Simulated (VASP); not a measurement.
Here is a VASP 6.6.1 calculation.

File INCAR:

```
SYSTEM = Hf
PREC     = Accurate       ! precision mode
ENCUT    = 520            ! plane-wave cutoff, eV
EDIFF    = 1E-6           ! SCF threshold, eV
ISMEAR   = 0              ! smearing method
SIGMA    = 0.15           ! smearing width, eV
LREAL    = .FALSE.        ! projectors in reciprocal space
LASPH    = .TRUE.         ! aspherical terms in the spheres
NELM     = 80             ! most SCF steps
ALGO     = Fast           ! electronic algorithm
ISIF     = 2              ! what is computed and relaxed
LWAVE    = .FALSE.        ! write WAVECAR
LCHARG   = .FALSE.        ! write CHGCAR
GGA      = PS             ! functional
NBANDS   = 11             ! bands
```

The input KPOINTS:

```
Automatic mesh
0
G
  18 18 18
  0 0 0
```

Contents of POSCAR:

```
Hf
1.0
   -1.8050000000      1.8523812500      1.8523812500
    1.8050000000     -1.7576187500      1.7576187500
    1.8050000000      1.7576187500     -1.7576187500
Hf
1
Direct
    0.0000000000      0.0000000000      0.0000000000
```

Potentials or basis: VASP PAW PBE potentials, release 64 (Hf_pv).

Command:

```console
$ cat potpaw_PBE.64/Hf_pv/POTCAR > POTCAR
$ mpirun -np 1 vasp_std > vasp.out
```

Task: Predict the pressure.

Result: -9.2 GPa.

Task: Estimate the band gap on the k mesh.

Result: Zero (band 5 reaches 5.49 eV, above the bottom of band 6 at 3.47 eV).

Stress tensor (GPa, compression positive):
```
-9.11  0.00  0.00
 0.00 -9.23 -2.25
 0.00 -2.25 -9.23
```

Caveat: the cell differs from its parent crystal (strain +0.0525 x Voigt [0, 0, 0, 1, 0, 0]); the PAW data sets were made with another functional, which shifts forces and pressure a little; spin-orbit coupling is left out, which moves the levels of the heavy elements.
